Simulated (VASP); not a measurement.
# CuO (CsCl type) (Pm-3m) in VASP: a series of runs

CuO (CsCl type) is run at these levels: PBE; tasks: electric field gradients.

Everything below comes from runs of VASP 6.6.1. Logs are shortened: lines on timing, memory, paths and dates and some standing lists are left out, and cuts for length are marked.

## (1) The cell of the first run

Symmetry: Pm-3m, No. 221, cubic system. The conventional cell has a = 2.583 Å, b = 2.583 Å, c = 2.583 Å, α = 90.00°, β = 90.00°, γ = 90.00°. Cu (site symmetry m-3m) has 8 O at 2.24 Å and 6 Cu at 2.58 Å within 3.0 Å. O (site symmetry m-3m) has 8 Cu at 2.24 Å and 6 O at 2.58 Å within 3.0 Å.

## (2) Electric field gradients, PBE (volume scaled by 0.9405)

INCAR

```
ALGO = Normal ; EDIFF = 1E-8
ENCUT = 520 ; GGA = PE
GGA_COMPAT = F ; ISIF = 2
ISMEAR = -1 ; LASPH = T
LCHARG = F ; LEFG = T
LREAL = F ; LWAVE = F
NBANDS = 16 ; NELM = 120
PREC = Accurate ; SIGMA = 0.08
```

KPOINTS

```
k-points
0
Gamma
  12 12 12
```

POSCAR

```
CuO
1.0
    2.5834631051      0.0000000000      0.0000000000
    0.0000000000      2.5834631051      0.0000000000
    0.0000000000      0.0000000000      2.5834631051
Cu O
1 1
Direct
    0.0000000000      0.0000000000      0.0000000000
    0.5000000000      0.5000000000      0.5000000000
```

Potentials or basis: VASP PAW PBE potentials, release 64 (Cu, O).

Command:

```
> cat potpaw_PBE.64/Cu/POTCAR potpaw_PBE.64/O/POTCAR > POTCAR
> mpirun -np 1 vasp_std > vasp.out
```

OUTCAR:

```text
EDIFF = 1E-8
   ENCUT = 520
   GGA = PE
   ISIF = 2
   ISMEAR = -1
   LASPH = T
   LREAL = F
   NELM = 120
   PREC = Accurate

 ion  position               nearest neighbor table
   1  0.000  0.000  0.000-   2 2.24   2 2.24   2 2.24   2 2.24   2 2.24   2 2.24   2 2.24   2 2.24

   2  0.500  0.500  0.500-   1 2.24   1 2.24   1 2.24   1 2.24   1 2.24   1 2.24   1 2.24   1 2.24

  LATTYP: Found a simple cubic cell.
 ALAT       =     2.5834631051

  Lattice vectors:

 A1 = (   2.5834631051,   0.0000000000,   0.0000000000)
 A2 = (   0.0000000000,   2.5834631051,   0.0000000000)
 A3 = (   0.0000000000,   0.0000000000,   2.5834631051)

Analysis of symmetry for initial positions (statically):
=====================================================================
 Subroutine PRICEL returns:
 Original cell was already a primitive cell.

 Routine SETGRP: Setting up the symmetry group for a
 simple cubic supercell.

 Subroutine GETGRP returns: Found 48 space group operations
 (whereof 48 operations were pure point group operations)
 out of a pool of 48 trial point group operations.

The static configuration has the point symmetry O_h .

Analysis of symmetry for dynamics (positions and initial velocities):
=====================================================================
 Subroutine PRICEL returns:
 Original cell was already a primitive cell.

 Routine SETGRP: Setting up the symmetry group for a
 simple cubic supercell.

 Subroutine GETGRP returns: Found 48 space group operations
 (whereof 48 operations were pure point group operations)
 out of a pool of 48 trial point group operations.

The dynamic configuration has the point symmetry O_h .

 Subroutine INISYM returns: Found 48 space group operations
 (whereof 48 operations are pure point group operations),
 and found     1 'primitive' translations

----------------------------------------------------------------------------------------

                                     Primitive cell

  volume of cell :      17.2428

  direct lattice vectors                    reciprocal lattice vectors
     2.583463105  0.000000000  0.000000000     0.387077330  0.000000000  0.000000000
     0.000000000  2.583463105  0.000000000     0.000000000  0.387077330  0.000000000
     0.000000000  0.000000000  2.583463105     0.000000000  0.000000000  0.387077330

  length of vectors
     2.583463105  2.583463105  2.583463105     0.387077330  0.387077330  0.387077330

  position of ions in fractional coordinates (direct lattice)
     0.000000000  0.000000000  0.000000000
     0.500000000  0.500000000  0.500000000

  ion indices of the primitive-cell ions
   primitive index   ion index
                 1           1
                 2           2

----------------------------------------------------------------------------------------

 KPOINTS: k-points

Automatic generation of k-mesh.
 Grid dimensions read from file:
 generate k-points for:   12   12   12

 Generating k-lattice:

  Cartesian coordinates                     Fractional coordinates (reciprocal lattice)
     0.032256444  0.000000000  0.000000000     0.083333333  0.000000000  0.000000000
     0.000000000  0.032256444  0.000000000     0.000000000  0.083333333  0.000000000
     0.000000000  0.000000000  0.032256444     0.000000000  0.000000000  0.083333333

  Length of vectors
     0.032256444  0.032256444  0.032256444

  Shift w.r.t. Gamma in fractional coordinates (k-lattice)
     0.000000000  0.000000000  0.000000000

 Subroutine IBZKPT returns following result:
 ===========================================

 Found     84 irreducible k-points:

 Following reciprocal coordinates:
            Coordinates               Weight
  0.000000  0.000000  0.000000      1.000000
  0.083333  0.000000  0.000000      6.000000
  0.166667  0.000000  0.000000      6.000000
  0.250000  0.000000  0.000000      6.000000
  0.333333  0.000000  0.000000      6.000000
  0.416667  0.000000  0.000000      6.000000
[... 16 lines left out ...]
  0.333333  0.333333  0.000000     12.000000
  0.416667  0.333333  0.000000     24.000000
 [... further k-points ...]
   k-points           NKPTS =     84   k-points in BZ     NKDIM =     84   number of bands    NBANDS=     16
   number of dos      NEDOS =    301   number of ions     NIONS =      2
   total plane-waves  NPLWV =   8000
   dimension x,y,z NGX =    20 NGY =   20 NGZ =   20
   dimension x,y,z NGXF=    40 NGYF=   40 NGZF=   40
   ions per type =               1   1
   NGX,Y,Z   is equivalent  to a cutoff of  12.87, 12.87, 12.87 a.u.
   NGXF,Y,Z  is equivalent  to a cutoff of  25.74, 25.74, 25.74 a.u.
 SYSTEM =  unknown system
   PREC   = accura    normal or accurate (medium, high low for compatibility)
   ISTART =      0    job   : 0-new  1-cont  2-samecut
   ICHARG =      2    charge: 1-file 2-atom 10-const
   ISPIN  =      1    spin polarized calculation?
   LNONCOLLINEAR =      F non collinear calculations
   LSORBIT =      F    spin-orbit coupling
   LASPH  =      T    aspherical Exc in radial PAW
   ENCUT  =  520.0 eV  38.22 Ry    6.18 a.u.   4.80  4.80  4.80*2*pi/ulx,y,z
   NELM   =    120;   NELMIN=  2; NELMDL= -5     # of ELM steps
   EDIFF  = 0.1E-07   stopping-criterion for ELM
   LREAL  =      F    real-space projection
   EDIFFG = 0.1E-06   stopping-criterion for IOM
   NSW    =      0    number of steps for IOM
   IBRION =     -1    ionic relax: 0-MD 1-quasi-New 2-CG
   NFREE  =      0    steps in history (QN), initial steepest desc. (CG)
   ISIF   =      2    stress and relaxation
   ISYM   =      2    0-nonsym 1-usesym 2-fastsym
   POTIM  = 0.5000    time-step for ionic-motion
   TEBEG  =    0.0;   TEEND  =   0.0 temperature during run
   PSTRESS=    0.0 pullay stress
   NELECT =      17.0000    total number of electrons
   NUPDOWN=      -1.0000    fix difference up-down
   EMIN   =  10.00;   EMAX   =-10.00  energy-range for DOS
   EFERMI =   0.00;   METHOD = LEGACY
   ISMEAR =    -1;   SIGMA  =   0.08  broadening in eV -4-tet -1-fermi 0-gaus
   EFERMI_NEDOS =   21; number of points for ismear=-14 and -15
   IALGO  =     38    algorithm
   IMIX   =      4    mixing-type and parameters
     AMIX     =   0.40;   BMIX     =  1.00
     AMIX_MAG =   1.60;   BMIX_MAG =  1.00
  volume/ion in A,a.u.               =       8.62        58.18
  Fermi-wavevector in a.u.,A,eV,Ry     =   1.629379  3.079081 36.121795  2.654877
  Thomas-Fermi vector in A             =   2.721855
   LORBIT       =      0    0 simple, 1 ext, 2 COOP (PROOUT), +10 PAW based schemes
   GGA     = PE    functional components
   LHFCALC =     F    Hartree Fock is set to
   AEXX    =    0.0000 exact exchange contribution
   IVDW    =     0    specifies the selected vdW correction
   LEPSILON=     F    determine dielectric tensor
   LRPA    =     F    only Hartree local field effects (RPA)
 non-spin polarized calculation
  energy-cutoff  :      520.00
  volume of cell :       17.24
 maximum number of plane-waves:       480
 NGX is ok and might be reduce to    20
   NGX =  9   NGY =  9   NGZ =  9

 number of electron      16.9999983 magnetization

 Free energy of the ion-electron system (eV)
  ---------------------------------------------------
  ext. energy  EPLUGINS =         0.00000000
  ---------------------------------------------------
  free energy    TOTEN  =        -8.59862941 eV

  energy without entropy =       -8.54042226  energy(sigma->0) =       -8.56952584

 E-fermi :   7.1725     XC(G=0): -13.1290

 val. band max:        7.1720829747   @ k =   0.4167   0.0833   0.0000
 cond. band min:       7.1765936594   @ k =   0.3333   0.1667   0.0000
 fundamental gap:      0.0045106847
 Fermi energy:         7.1724915646

 k-point     1 :       0.0000    0.0000    0.0000
  band No.  band energies     occupation
      1     -12.6186      2.00000
      2       3.6701      2.00000
      3       3.6701      2.00000
      4       5.1787      2.00000
      5       5.1787      2.00000
      6       5.1787      2.00000
[... 8 lines left out ...]
     15      27.6309      0.00000
     16      40.6972      0.00000

 k-point     2 :       0.0833    0.0000    0.0000
  band No.  band energies     occupation
      1     -12.5425      2.00000
      2       3.4433      2.00000
      3       3.6891      2.00000
      4       4.8312      2.00000
      5       4.8312      2.00000
      6       4.8549      2.00000
[... 8 lines left out ...]
     15      28.1681      0.00000
     16      38.5322      0.00000

 k-point     3 :       0.1667    0.0000    0.0000
  band No.  band energies     occupation
      1     -12.3256      2.00000
      2       2.4874      2.00000
      3       3.7413      2.00000
      4       4.4136      2.00000
      5       4.4136      2.00000
      6       4.7956      2.00000
[... 8 lines left out ...]
     15      29.5719      0.00000
     16      35.8262      0.00000

 k-point     4 :       0.2500    0.0000    0.0000
  band No.  band energies     occupation
      1     -12.0053      2.00000
      2       1.2115      2.00000
      3       3.8134      2.00000
      4       4.0596      2.00000
      5       4.0596      2.00000
      6       5.1181      2.00000
[... 8 lines left out ...]
     15      31.5922      0.00000
     16      33.4553      0.00000

 k-point     5 :       0.3333    0.0000    0.0000
  band No.  band energies     occupation
      1     -11.6500      2.00000
      2       0.0621      2.00000
      3       3.7918      2.00000
      4       3.7918      2.00000
      5       3.8865      2.00000
      6       5.5311      2.00000
[... 8 lines left out ...]
     15      31.5250      0.00000
     16      34.0288      0.00000

 k-point     6 :       0.4167    0.0000    0.0000
  band No.  band energies     occupation
      1     -11.3617      2.00000
      2      -0.7348      2.00000
      3       3.6250      2.00000
      4       3.6250      2.00000
      5       3.9406      2.00000
      6       5.5561      2.00000
[... 8 lines left out ...]
     15      30.1693      0.00000
     16      36.5825      0.00000
[... 267 lines left out ...]
 k-point    21 :       0.4167    0.2500    0.0000
  band No.  band energies     occupation
      1     -10.9627      2.00000
      2       0.2042      2.00000
      3       2.5944      2.00000
      4       4.1150      2.00000
      5       4.2450      2.00000
      6       5.2553      2.00000
[... 8 lines left out ...]
     15      33.4944      0.00000
     16      34.1589      0.00000

 k-point    22 :       0.5000    0.2500    0.0000
  band No.  band energies     occupation
      1     -10.8730      2.00000
      2      -0.0182      2.00000
      3       2.6651      2.00000
      4       4.0984      2.00000
      5       4.2216      2.00000
      6       5.2745      2.00000
[... 8 lines left out ...]
     15      34.1148      0.00000
     16      34.2900      0.00000

 k-point    23 :       0.3333    0.3333    0.0000
  band No.  band energies     occupation
      1     -10.9423      2.00000
      2       1.0133      2.00000
      3       1.9259      2.00000
      4       4.3175      2.00000
      5       4.3257      2.00000
      6       5.1279      2.00000
[... 8 lines left out ...]
     15      33.3189      0.00000
     16      33.3515      0.00000

 k-point    24 :       0.4167    0.3333    0.0000
  band No.  band energies     occupation
      1     -10.7431      2.00000
      2       0.7825      2.00000
      3       1.9895      2.00000
      4       4.2645      2.00000
      5       4.4306      2.00000
      6       5.1179      2.00000
[... 8 lines left out ...]
     15      33.2041      0.00000
     16      34.1129      0.00000

 [... further k-points ...]
[... 5 lines left out ...]
  --------------------------------------------------------------------------------------
  -------------------------------------------------------------------------------------
  Total        1.3278017      1.3278017      1.3278017      0.0000000     -0.0000000      0.0000000
  in kB      123.3778017    123.3778017    123.3778017      0.0000000     -0.0000000      0.0000000
  external PRESSURE =     123.3778017 kB  Pullay stress =       0.0000000 kB

 VOLUME and BASIS-vectors are now :
 -----------------------------------------------------------------------------
  energy-cutoff  :      520.00
  volume of cell :       17.24
      direct lattice vectors                 reciprocal lattice vectors
     2.583463105  0.000000000  0.000000000     0.387077330  0.000000000  0.000000000
     0.000000000  2.583463105  0.000000000     0.000000000  0.387077330  0.000000000
     0.000000000  0.000000000  2.583463105     0.000000000  0.000000000  0.387077330

 POSITION                                       TOTAL-FORCE (eV/Angst)
 -----------------------------------------------------------------------------------
      0.00000      0.00000      0.00000         0.000000      0.000000      0.000000
      1.29173      1.29173      1.29173         0.000000      0.000000      0.000000
 -----------------------------------------------------------------------------------
    total drift:                               -0.000000      0.000000      0.000000

  FREE ENERGIE OF THE ION-ELECTRON SYSTEM (eV)
  ---------------------------------------------------
  free  energy   TOTEN  =        -8.5986294132 eV

  energy  without entropy=       -8.5404222607  energy(sigma->0) =       -8.56952584

 Electric field gradients (V/A^2)
---------------------------------------------------------------------
 ion       V_xx      V_yy      V_zz      V_xy      V_xz      V_yz
---------------------------------------------------------------------
   1       0.000     0.000    -0.000     0.000    -0.000     0.000
   2       0.000     0.000    -0.000    -0.000     0.000    -0.000
---------------------------------------------------------------------

 Electric field gradients after diagonalization (V/A^2)
 (convention: |V_zz| > |V_xx| > |V_yy|)
----------------------------------------------------------------------
 ion       V_xx      V_yy      V_zz     asymmetry (V_yy - V_xx)/ V_zz
----------------------------------------------------------------------
   1       0.000     0.000    -0.000       0.341
   2       0.000     0.000    -0.000       0.484
----------------------------------------------------------------------

           NMR quadrupolar parameters

 Cq : quadrupolar parameter    Cq=e*Q*V_zz/h
 eta: asymmetry parameters     (V_yy - V_xx)/ V_zz
 Q  : nuclear electric quadrupole moment in mb (millibarn)
----------------------------------------------------------------------
 ion       Cq(MHz)       eta       Q (mb)
----------------------------------------------------------------------
   1      -0.000       0.341       1.000
   2      -0.000       0.484       1.000
----------------------------------------------------------------------
```

It used 28 s of CPU time on 1 thread of AMD EPYC 7R13 Processor (Zen 3), on a shared host.

What came out:

```
Free energy : -8.5986 eV
Pressure    : 12.3 GPa
```

Levels at points of the mesh, in eV from the Fermi level:
```tsv
k point	band 7	band 8	band 9	band 10	band 11	band 12
(0.00, 0.00, 0.00)	-1.68	-1.68	-1.68	1.05	15.99	15.99
(0.50, 0.00, 0.00)	-1.18	0.43	0.43	6.75	8.36	17.71
(0.50, 0.50, 0.00)	-2.17	-1.21	-0.98	5.43	11.80	11.80
(0.50, 0.50, 0.50)	0.34	0.34	0.34	7.07	7.07	7.07
```

Caveat: without QUAD_EFG the Cq values of the log hold for a quadrupole moment of 1 mb, not for the nuclei; an odd number of electrons without spin polarisation forces a metal; a magnetic or distorted state may lie lower; semilocal functionals often make such compounds metallic where correlation or magnetic order opens a gap, which also shifts bond lengths.

(Continued in part 2 of 2.)
